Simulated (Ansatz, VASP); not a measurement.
## Two plane-wave programs on CSO

```
O C S
1.0
     9.52147    0.00000    0.00000
     0.00000    9.52147    0.00000
     0.00000    0.00000    9.52147
O C S
8 8 8
Direct
  0.58205 0.59125 0.22197
  0.81444 0.06059 0.35592
  0.69026 0.80242 0.62255
  0.07910 0.25747 0.16266
  0.12958 0.89620 0.23971
  0.32401 0.32811 0.67390
  0.27357 0.61994 0.46934
  0.54715 0.11454 0.87659
  0.52562 0.48253 0.23163
  0.78117 0.13625 0.44661
  0.77341 0.79601 0.71260
  0.03748 0.23885 0.04867
  0.16855 0.95729 0.33880
  0.39055 0.40823 0.73878
  0.15664 0.58262 0.46467
  0.53557 0.03050 0.96545
  0.45014 0.33696 0.24446
  0.73634 0.23731 0.56850
  0.88438 0.78771 0.83379
  0.98179 0.21402 0.89591
  0.22142 0.03909 0.47143
  0.47927 0.51626 0.82558
  0.00007 0.53256 0.45880
  0.52111 0.91735 0.08393
```

Alike in both runs: functional PBE; k mesh 1 × 1 × 1; occupations fermi-dirac, width 0.02 eV; no spin polarisation.

Ansatz relaxed the structure, and its values are those at the end. VASP's run is a single point on that final structure, the one shown.

|  | VASP | Ansatz |
| --- | --- | --- |
| version | VASP 6.6.1 | Ansatz 0.2.0 |
| potentials or method | VASP PAW PBE potentials, release 64 (O, C, S), cutoff 520 eV | scalar-relativistic, plane waves, PAW |
| valence electrons in the cell | 128 | 128 |

Ansatz gave:

- rms of the force components (eV/Å): 0.027

Task: What did VASP give for the same quantities?

Result: rms of the force components (eV/Å): 0.388.

One of these differences is far larger than is usual between the two programs; its cause wasn't traced.

Noted on VASP's run: the standard files for N, O and F lose accuracy on very short bonds.
